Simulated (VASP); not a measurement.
Input of a VASP 6.6.1 run:

Contents of INCAR:

```
PREC = Accurate
ENCUT = 520
EDIFF = 1E-6
ISMEAR = 0
SIGMA = 0.01
LREAL = False
LASPH = True
NELM = 100
ALGO = Normal
ISIF = 2
LWAVE = False
LCHARG = True
GGA = PE
LELF = True
LVHAR = True
NBANDS = 31
```

The input KPOINTS:

```
regular mesh
0
Gamma
  6 6 6
```

POSCAR

```
Al3GaAs4
1.0
    5.7330962203      0.0000000000      0.0000000000
    0.0000000000      5.7330962203      0.0000000000
    0.0000000000      0.0000000000      5.7330962203
Al Ga As
3 1 4
Direct
    0.0000000000      0.5000000000      0.5000000000
    0.5000000000      0.5000000000      0.0000000000
    0.5000000000      0.0000000000      0.5000000000
    0.0000000000      0.0000000000      0.0000000000
    0.7491052979      0.7491052979      0.2508947021
    0.7491052979      0.2508947021      0.7491052979
    0.2508947021      0.7491052979      0.7491052979
    0.2508947021      0.2508947021      0.2508947021
```

Potentials or basis: VASP PAW PBE potentials, release 64 (Al, Ga_d, As).

Run with:

```sh
$ cat potpaw_PBE.64/Al/POTCAR potpaw_PBE.64/Ga_d/POTCAR potpaw_PBE.64/As/POTCAR > POTCAR
$ mpirun -np 1 vasp_std > vasp.out
```

(1) Estimate the band gap on the k mesh.

(2) Estimate the pressure.

Answers

(1) 1.03 eV, indirect (least direct gap 1.16 eV).

(2) 0.2 GPa.
